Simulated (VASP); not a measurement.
AgI, 2 atoms in the cell. It takes space group F-43m (No. 216, cubic). The conventional cell has a = 6.577 Å, b = 6.577 Å, c = 6.577 Å, α = 90.00°, β = 90.00°, γ = 90.00°. Within 3.8 Å of Ag (site symmetry -43m) lie 4 I at 2.85 Å. I (site symmetry -43m) has 4 Ag at 2.85 Å within 3.8 Å. 

| Property | Result |
| --- | --- |
| Program | VASP 6.6.1 |
| Task | single point |
| Functional | PBE-based screened hybrid with 40 % exact exchange |
| Potentials or basis | VASP PAW PBE potentials, release 64 (Ag, I) |
| Cutoff | 400 eV |
| k mesh | 4 × 4 × 4 |
| Occupations | gaussian, width 0.01 eV |
| Spin | no spin polarisation |
| Dipole correction | no |
| Grid for exact exchange (PRECFOCK) | Normal |
| Share of exact exchange | 0.4 |
| Further INCAR settings | ALGO = Normal; EDIFF = 1e-06; NBANDS = 16 |
| Screening parameter | 0.1 1/Å |

Potentials or basis: VASP PAW PBE potentials, release 64 (Ag, I).

Command:

```console
$ cat potpaw_PBE.64/Ag/POTCAR potpaw_PBE.64/I/POTCAR > POTCAR
$ cp INCAR.step1 INCAR
$ mpirun -np 1 vasp_std > vasp.out
$ cp INCAR.step2 INCAR
$ mpirun -np 1 vasp_std > vasp.out
```

Hardware: 1 thread of AMD EPYC 7R13, on a shared host.

Estimate the wall time of this run.

Run time: 18 min on 1 thread of AMD EPYC 7R13, with other jobs on the host, peak memory 0.26 GiB. Counts: k points 8.
